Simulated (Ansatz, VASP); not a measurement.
## Ba: VASP beside Ansatz

```
Ba
1.0
     0.00000    3.23267    3.23267
     3.23267    0.00000    3.23267
     3.23267    3.23267    0.00000
Ba
1
Cartesian
  0.0000 0.0000 0.0000
```

Alike in both runs: task relaxation of cell and atoms; functional PBEsol; k mesh 7 × 7 × 7; occupations fermi-dirac, width 0.05 eV; no spin polarisation.

```csv
,VASP,Ansatz
version,VASP 6.6.1,Ansatz 0.2.0
potentials or method,"VASP PAW PBE potentials, release 64 (Ba_sv)",Ansatz PAW
plane-wave cutoff (eV),600,420
valence electrons in the cell,10,10
```

```csv
,VASP,Ansatz,Ansatz less VASP
"gap on the k mesh at the Fermi level, each at its own relaxed structure (eV)",none,none,-
relaxed volume (Å³/atom),60.02,59.61,-0.416
relaxed cell length with the largest relative difference (Å),4.395,4.385,-0.0102
```

VASP's potentials were made for PBE, not for PBEsol. A gap of «none» marks a metal or a gap that the smearing closes.

Neither program's run includes spin-orbit coupling. Noted on Ansatz's run: the plane-wave basis is chosen anew once the cell has moved, so the energies of steps on either side of that aren't comparable.
